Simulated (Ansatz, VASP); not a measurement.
Cd2HgTe3 in VASP and in Ansatz

The input INCAR:

```
SYSTEM = Cd2HgTe3
PREC = Accurate
ENCUT = 600
EDIFF = 1E-6
ISMEAR = 0
SIGMA = 0.1
LREAL = .FALSE.
LASPH = .TRUE.
NELM = 80
ALGO = Normal
ISIF = 3
LWAVE = .FALSE.
LCHARG = .FALSE.
GGA = PE
IBRION = 2
NSW = 90
EDIFFG = -0.04
```

KPOINTS

```
regular mesh
0
G
  6 6 2
  0 0 0
```

The input POSCAR:

```
Cd2HgTe3
1.0
    4.3839746200      0.0000000000      0.0000000000
   -2.1919873100      3.7966333900      0.0000000000
    0.0000000000      0.0000000000     10.7385008600
Cd Hg Te
2 1 3
Direct
    0.0000000000      0.0000000000      0.0000000000
    0.6666666700      0.3333333300      0.3333333300
    0.3333333300      0.6666666700      0.6666666700
    0.0000000000      0.0000000000      0.7500000000
    0.3333333300      0.6666666700      0.4166666700
    0.6666666700      0.3333333300      0.0833333300
```

Input for Ansatz:

```yaml
crystal:
  lattice:
    - [4.38397462, 0.0, 0.0]
    - [-2.19198731, 3.79663339, 0.0]
    - [0.0, 0.0, 10.73850086]
  atoms:
    - { symbol: Cd, position: [0.0, 0.0, 0.0] }
    - { symbol: Cd, position: [0.66666667, 0.33333333, 0.33333333] }
    - { symbol: Hg, position: [0.33333333, 0.66666667, 0.66666667] }
    - { symbol: Te, position: [0.0, 0.0, 0.75] }
    - { symbol: Te, position: [0.33333333, 0.66666667, 0.41666667] }
    - { symbol: Te, position: [0.66666667, 0.33333333, 0.08333333] }
basis:
  ecutwfc: 420
kpoints:
  mp_grid: { grid: [6, 6, 2] }
hamiltonian:
  xc: pbe
scf:
  occupations: { method: gaussian, width: 0.1 }
  lower_state_search: "off"
output:
  forces: true
  stress: true
  eigenvalues: true
relax:
  adjacent_minimum: "off"
  f_tol: 0.04
  max_steps: 70
  cell: { stress_tol: 0.4 }
```

Alike in both runs: task relaxation of cell and atoms; functional PBE; k mesh 6 × 6 × 2; occupations gaussian, width 0.1 eV; no spin polarisation.

```csv
,VASP,Ansatz
version,VASP 6.6.1,Ansatz 0.2.0
potentials or method,"VASP PAW PBE potentials, release 64 (Cd, Hg, Te), cutoff 600 eV","scalar-relativistic, plane waves, PAW"
valence electrons in the cell,54,108
```

|  | VASP | Ansatz | Ansatz less VASP |
| --- | --- | --- | --- |
| gap on the k mesh at the Fermi level, each at its own relaxed structure (eV) | none | none | - |
| relaxed volume (Å³/atom) | 36.44 | 36.38 | -0.057 |
| relaxed length of the cell vector where the two differ most in proportion (Å) | 11.480 | 11.463 | -0.0173 |

A gap of «none» marks a metal or a gap that the smearing closes. VASP's potentials hold 54 valence electrons a cell and Ansatz's 108, so a difference there can come from the potentials and not from the codes.

Neither program's run includes spin-orbit coupling. Noted on VASP's run: the volume moved by over 15 % at a fixed basis, so the end points are rough.
